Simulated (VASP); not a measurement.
# HfN (Cm) in VASP: a series of runs

HfN is run at these levels: PBE; tasks: single point.

All numbers are computed with VASP 6.6.1; they aren't measurements. Logs are shortened: lines on timing, memory, paths and dates and some standing lists are left out, and cuts for length are marked.

### 1 The cell of the first run

It takes space group Cm (No. 8, monoclinic). Conventional cell: a = 5.570 Å, b = 3.216 Å, c = 3.216 Å, α = 90.00°, β = 125.26°, γ = 90.00°. Within 2.4 Å of Hf (site symmetry m) lie 3 N at 1.78 to 1.99 Å. Within 2.4 Å of N (site symmetry m) lie 3 Hf at 1.78 to 1.99 Å.

### 2 Single point, PBE (atom 2 (N) moved by (-0.600, -0.600) A along [1 1 0] and z)

The input, INCAR:

```
PREC = Accurate
ENCUT = 520
EDIFF = 1E-6
ISMEAR = 0
SIGMA = 0.15
LREAL = False
LASPH = True
NELM = 60
ALGO = Normal
ISIF = 2
LWAVE = False
LCHARG = False
GGA = PE
NBANDS = 14
```

The input, KPOINTS:

```
regular mesh
0
Gamma
  22 22 22
```

The input, POSCAR:

```
HfN
1.0
    0.0000000000      2.2738965586      2.2738965586
    2.2738965586      0.0000000000      2.2738965586
    2.2738965586      2.2738965586      0.0000000000
Hf N
1 1
Direct
    0.0000000000      0.0000000000      0.0000000000
    0.3680678772      0.3680678772      0.4453519254
```

Potentials or basis: VASP PAW PBE potentials, release 64 (Hf_pv, N).

Launch:

```
$ cat potpaw_PBE.64/Hf_pv/POTCAR potpaw_PBE.64/N/POTCAR > POTCAR
$ mpirun -np 1 vasp_std > vasp.out
```

OUTCAR:

```text
PREC = Accurate
   ENCUT = 520
   EDIFF = 1E-6
   ISMEAR = 0
   LREAL = False
   LASPH = True
   NELM = 60
   ISIF = 2
   GGA = PE

 ion  position               nearest neighbor table
   1  0.000  0.000  0.000-   2 1.78   2 1.99   2 1.99   2 2.80   2 2.80
   2  0.368  0.368  0.445-   1 1.78   1 1.99   1 1.99   1 2.80   1 2.80

  LATTYP: Found a face centered cubic cell.
 ALAT       =     4.5477931172

  Lattice vectors:

 A1 = (   0.0000000000,   2.2738965586,   2.2738965586)
 A2 = (   2.2738965586,   0.0000000000,   2.2738965586)
 A3 = (   2.2738965586,   2.2738965586,   0.0000000000)

Analysis of symmetry for initial positions (statically):
=====================================================================
 Subroutine PRICEL returns:
 Original cell was already a primitive cell.

 Routine SETGRP: Setting up the symmetry group for a
 face centered cubic supercell.

 Subroutine GETGRP returns: Found  2 space group operations
 (whereof  2 operations were pure point group operations)
 out of a pool of 48 trial point group operations.

The static configuration has the point symmetry C_1h.

Analysis of symmetry for dynamics (positions and initial velocities):
=====================================================================
 Subroutine PRICEL returns:
 Original cell was already a primitive cell.

 Routine SETGRP: Setting up the symmetry group for a
 face centered cubic supercell.

 Subroutine GETGRP returns: Found  2 space group operations
 (whereof  2 operations were pure point group operations)
 out of a pool of 48 trial point group operations.

The dynamic configuration has the point symmetry C_1h.

 Subroutine INISYM returns: Found  2 space group operations
 (whereof  2 operations are pure point group operations),
 and found     1 'primitive' translations

----------------------------------------------------------------------------------------

                                     Primitive cell

  volume of cell :      23.5148

  direct lattice vectors                    reciprocal lattice vectors
     0.000000000  2.273896559  2.273896559    -0.219886871  0.219886871  0.219886871
     2.273896559  0.000000000  2.273896559     0.219886871 -0.219886871  0.219886871
     2.273896559  2.273896559  0.000000000     0.219886871  0.219886871 -0.219886871

  length of vectors
     3.215775353  3.215775353  3.215775353     0.380855233  0.380855233  0.380855233

  position of ions in fractional coordinates (direct lattice)
     0.000000000  0.000000000  0.000000000
     0.368067877  0.368067877  0.445351925

  ion indices of the primitive-cell ions
   primitive index   ion index
                 1           1
                 2           2

----------------------------------------------------------------------------------------

 KPOINTS: regular mesh

Automatic generation of k-mesh.
 Grid dimensions read from file:
 generate k-points for:   22   22   22

 Generating k-lattice:

  Cartesian coordinates                     Fractional coordinates (reciprocal lattice)
    -0.009994858  0.009994858  0.009994858     0.045454545  0.000000000  0.000000000
     0.009994858 -0.009994858  0.009994858     0.000000000  0.045454545  0.000000000
     0.009994858  0.009994858 -0.009994858     0.000000000  0.000000000  0.045454545

  Length of vectors
     0.017311602  0.017311602  0.017311602

  Shift w.r.t. Gamma in fractional coordinates (k-lattice)
     0.000000000  0.000000000  0.000000000

 Subroutine IBZKPT returns following result:
 ===========================================

 Found   2796 irreducible k-points:

 Following reciprocal coordinates:
            Coordinates               Weight
  0.000000  0.000000  0.000000      1.000000
  0.045455  0.000000  0.000000      4.000000
  0.000000  0.000000  0.045455      2.000000
  0.045455  0.045455  0.045455      2.000000
  0.090909  0.000000  0.000000      4.000000
  0.000000  0.000000  0.090909      2.000000
[... 16 lines left out ...]
  0.363636  0.000000  0.000000      4.000000
  0.000000  0.000000  0.363636      2.000000
 [... further k-points ...]
   k-points           NKPTS =   2796   k-points in BZ     NKDIM =   2796   number of bands    NBANDS=     14
   number of dos      NEDOS =    301   number of ions     NIONS =      2
   total plane-waves  NPLWV =  13824
   dimension x,y,z NGX =    24 NGY =   24 NGZ =   24
   dimension x,y,z NGXF=    48 NGYF=   48 NGZF=   48
   ions per type =               1   1
   NGX,Y,Z   is equivalent  to a cutoff of  12.41, 12.41, 12.41 a.u.
   NGXF,Y,Z  is equivalent  to a cutoff of  24.81, 24.81, 24.81 a.u.
 SYSTEM =  unknown system
   PREC   = accura    normal or accurate (medium, high low for compatibility)
   ISTART =      0    job   : 0-new  1-cont  2-samecut
   ICHARG =      2    charge: 1-file 2-atom 10-const
   ISPIN  =      1    spin polarized calculation?
   LNONCOLLINEAR =      F non collinear calculations
   LSORBIT =      F    spin-orbit coupling
   LASPH  =      T    aspherical Exc in radial PAW
   ENCUT  =  520.0 eV  38.22 Ry    6.18 a.u.   5.98  5.98  5.98*2*pi/ulx,y,z
   NELM   =     60;   NELMIN=  2; NELMDL= -5     # of ELM steps
   EDIFF  = 0.1E-05   stopping-criterion for ELM
   LREAL  =      F    real-space projection
   EDIFFG = 0.1E-04   stopping-criterion for IOM
   NSW    =      0    number of steps for IOM
   IBRION =     -1    ionic relax: 0-MD 1-quasi-New 2-CG
   NFREE  =      0    steps in history (QN), initial steepest desc. (CG)
   ISIF   =      2    stress and relaxation
   ISYM   =      2    0-nonsym 1-usesym 2-fastsym
   POTIM  = 0.5000    time-step for ionic-motion
   TEBEG  =    0.0;   TEEND  =   0.0 temperature during run
   PSTRESS=    0.0 pullay stress
   NELECT =      15.0000    total number of electrons
   NUPDOWN=      -1.0000    fix difference up-down
   EMIN   =  10.00;   EMAX   =-10.00  energy-range for DOS
   EFERMI =   0.00;   METHOD = LEGACY
   ISMEAR =     0;   SIGMA  =   0.15  broadening in eV -4-tet -1-fermi 0-gaus
   EFERMI_NEDOS =   21; number of points for ismear=-14 and -15
   IALGO  =     38    algorithm
   IMIX   =      4    mixing-type and parameters
     AMIX     =   0.40;   BMIX     =  1.00
     AMIX_MAG =   1.60;   BMIX_MAG =  1.00
  volume/ion in A,a.u.               =      11.76        79.34
  Fermi-wavevector in a.u.,A,eV,Ry     =   1.409260  2.663116 27.021369  1.986015
  Thomas-Fermi vector in A             =   2.531334
   LORBIT       =      0    0 simple, 1 ext, 2 COOP (PROOUT), +10 PAW based schemes
   GGA     = PE    functional components
   LHFCALC =     F    Hartree Fock is set to
   AEXX    =    0.0000 exact exchange contribution
   IVDW    =     0    specifies the selected vdW correction
   LEPSILON=     F    determine dielectric tensor
   LRPA    =     F    only Hartree local field effects (RPA)
 non-spin polarized calculation
 Gauss-broadening in eV      SIGMA  =   0.15
  energy-cutoff  :      520.00
  volume of cell :       23.51
 maximum number of plane-waves:       645
   NGX = 11   NGY = 11   NGZ = 11

 number of electron      15.0000001 magnetization

 Free energy of the ion-electron system (eV)
  ---------------------------------------------------
  ext. energy  EPLUGINS =         0.00000000
  ---------------------------------------------------
  free energy    TOTEN  =       -18.78549780 eV

  energy without entropy =      -18.77923222  energy(sigma->0) =      -18.78236501

 E-fermi :   8.2901     XC(G=0): -12.4156

 val. band max:        8.2891209657   @ k =  -0.2727   0.0909   0.5000
 cond. band min:       8.2906862959   @ k =   0.0455  -0.4545   0.2727
 fundamental gap:      0.0015653302
 Fermi energy:         8.2901016781

 k-point     1 :       0.0000    0.0000    0.0000
  band No.  band energies     occupation
      1     -22.9267      2.00000
      2     -22.6115      2.00000
      3     -22.5620      2.00000
      4      -9.3922      2.00000
      5       1.6246      2.00000
      6       2.1623      2.00000
      7       3.1394      2.00000
      8       7.6534      2.00000
      9       8.7636      0.00001
     10       9.4732      0.00000
     11      12.3513      0.00000
     12      15.3043      0.00000
     13      16.0596      0.00000
     14      18.5732      0.00000

 k-point     2 :       0.0455    0.0000    0.0000
  band No.  band energies     occupation
      1     -22.9382      2.00000
      2     -22.6304      2.00000
      3     -22.5625      2.00000
      4      -9.3414      2.00000
      5       1.5774      2.00000
      6       2.1653      2.00000
      7       3.1806      2.00000
      8       7.5904      2.00000
      9       8.7775      0.00000
     10       9.4877      0.00000
     11      12.3867      0.00000
     12      15.3105      0.00000
     13      16.1656      0.00000
     14      18.7403      0.00000

 k-point     3 :       0.0000    0.0000    0.0455
  band No.  band energies     occupation
      1     -22.9494      2.00000
      2     -22.6151      2.00000
      3     -22.5691      2.00000
      4      -9.3331      2.00000
      5       1.6635      2.00000
      6       2.0880      2.00000
      7       3.1609      2.00000
      8       7.6071      2.00000
      9       8.8550      0.00000
     10       9.4065      0.00000
     11      12.3670      0.00000
     12      15.4054      0.00000
     13      16.0529      0.00000
     14      18.7407      0.00000
[... 324 lines left out ...]
 k-point    23 :       0.3636    0.0000    0.0000
  band No.  band energies     occupation
      1     -23.6985      2.00000
      2     -22.9110      2.00000
      3     -22.6444      2.00000
      4      -7.4158      2.00000
      5       0.0974      2.00000
      6       2.8445      2.00000
      7       4.1339      2.00000
      8       6.6053      2.00000
      9       8.9798      0.00000
     10      10.4279      0.00000
     11      13.8813      0.00000
     12      16.1871      0.00000
     13      17.7850      0.00000
     14      20.4599      0.00000

 k-point    24 :       0.0000    0.0000    0.3636
  band No.  band energies     occupation
      1     -23.8772      2.00000
      2     -22.7582      2.00000
      3     -22.7041      2.00000
      4      -7.0008      2.00000
      5       0.1394      2.00000
      6       3.1037      2.00000
      7       3.9418      2.00000
      8       7.1794      2.00000
      9       8.9099      0.00000
     10       9.6737      0.00000
     11      13.2815      0.00000
     12      15.0202      0.00000
     13      17.8956      0.00000
     14      20.8137      0.00000

 [... further k-points ...]

------------------------ aborting loop because EDIFF is reached ----------------------------------------

  FORCE on cell =-STRESS in cart. coord.  units (eV):
  Direction    XX          YY          ZZ          XY          YZ          ZX
  --------------------------------------------------------------------------------------
  -------------------------------------------------------------------------------------
  Total        7.1680200      7.1680200     15.5978071     -0.7700457     -3.3971455     -3.3971464
  in kB      488.3910360    488.3910360   1062.7522153    -52.4668481   -231.4635567   -231.4636156
  external PRESSURE =     679.8447624 kB  Pullay stress =       0.0000000 kB

 VOLUME and BASIS-vectors are now :
 -----------------------------------------------------------------------------
  energy-cutoff  :      520.00
  volume of cell :       23.51
      direct lattice vectors                 reciprocal lattice vectors
     0.000000000  2.273896559  2.273896559    -0.219886871  0.219886871  0.219886871
     2.273896559  0.000000000  2.273896559     0.219886871 -0.219886871  0.219886871
     2.273896559  2.273896559  0.000000000     0.219886871  0.219886871 -0.219886871

 POSITION                                       TOTAL-FORCE (eV/Angst)
 -----------------------------------------------------------------------------------
      0.00000      0.00000      0.00000        -0.431543     -0.431543     -6.855661
      1.84963      1.84963      1.67390         0.431543      0.431543      6.855661
 -----------------------------------------------------------------------------------
    total drift:                                0.000154      0.000154      0.000494

  FREE ENERGIE OF THE ION-ELECTRON SYSTEM (eV)
  ---------------------------------------------------
  free  energy   TOTEN  =       -18.7854977999 eV

  energy  without entropy=      -18.7792322185  energy(sigma->0) =      -18.78236501
```

Wall time 5.5 min (1 thread of Intel Xeon Platinum 8488C (Sapphire Rapids), shared host); peak memory 0.97 GiB.

Results:

```
Free energy            : -18.7855 eV
Pressure               : 68.0 GPa
Largest force          : 6.883 eV/Å
Band gap on the k mesh : zero (an odd number of electrons rules out a gap without spin polarisation)
```

Forces on the atoms (eV/Å):
```
Hf  -0.432 -0.432 -6.856
N    0.432  0.432  6.856
```

Stress tensor (GPa, compression positive):
```
 48.84  -5.25 -23.15
 -5.25  48.84 -23.15
-23.15 -23.15 106.28
```

Caveat: the cell differs from its parent crystal (atom 2 (N) moved by (-0.600, -0.600) A along [1 1 0] and z); the cell stands under pressure; spin-orbit coupling is left out, which moves the levels of the heavy elements; forces of over 1 eV/Å act on the atoms, so gaps and moduli don't describe the material at rest.

### 3 Single point, PBE (atom 2 (N) moved by (-0.600, -0.300) A along [1 1 0] and z)

The input, INCAR:

```
SYSTEM = HfN
PREC = Accurate ; ENCUT = 520
EDIFF = 1E-6 ; ISMEAR = 0
SIGMA = 0.15 ; LREAL = .FALSE.
LASPH = .TRUE. ; NELM = 60
ALGO = Normal ; ISIF = 2
LWAVE = .FALSE. ; LCHARG = .FALSE.
GGA = PE ; NBANDS = 14
```

The input, KPOINTS:

```
Automatic mesh
0
G
  22 22 22
  0 0 0
```

Edit POSCAR of step 2 so:

```diff
@@ -9,2 +9,2 @@
     0.0000000000      0.0000000000      0.0000000000
-    0.3680678772      0.3680678772      0.4453519254
+    0.4340339386      0.4340339386      0.3793858640
```

Potentials or basis: VASP PAW PBE potentials, release 64 (Hf_pv, N).

Launch:

```
$ cat potpaw_PBE.64/Hf_pv/POTCAR potpaw_PBE.64/N/POTCAR > POTCAR
$ mpirun -np 1 vasp_std > vasp.out
```

Wall time 5.8 min (1 thread of Intel Xeon Platinum 8488C (Sapphire Rapids), shared host); peak memory 0.96 GiB.

Results (log left out):

```yaml
Free_energy: -19.7189 eV
Pressure: 44.9 GPa
Largest_force: 4.610 eV/Å
Band_gap_on_the_k_mesh: zero (an odd number of electrons rules out a gap without spin polarisation)
```

Forces on the atoms (eV/Å):
```
Hf  -3.206 -3.206 -0.832
N    3.206  3.206  0.832
```

Stress tensor (GPa, compression positive):
```
 54.51 -14.12  -5.56
-14.12  54.51  -5.56
 -5.56  -5.56  25.75
```

Levels at points of the mesh, in eV from the Fermi level:
```
           k point  band 5  band 6  band 7  band 8  band 9  band 10
(0.00, 0.00, 0.00)   -5.84   -5.53   -5.11    0.23    0.30     0.89
(0.50, 0.00, 0.00)   -8.57   -5.56   -4.32   -0.38    1.69     2.65
(0.00, 0.00, 0.50)   -8.47   -5.79   -4.67   -0.36    2.14     2.89
(0.50, 0.50, 0.50)   -7.91   -7.05   -6.99    2.43    4.11     4.42
(0.50, 0.50, 0.00)   -7.14   -5.65   -4.45    1.28    3.39     4.98
(0.00, 0.50, 0.50)   -6.86   -5.46   -4.27    0.31    3.66     4.38
```

Caveat: the cell differs from its parent crystal (atom 2 (N) moved by (-0.600, -0.300) A along [1 1 0] and z); the cell stands under pressure; spin-orbit coupling is left out, which moves the levels of the heavy elements; forces of over 1 eV/Å act on the atoms, so gaps and moduli don't describe the material at rest.
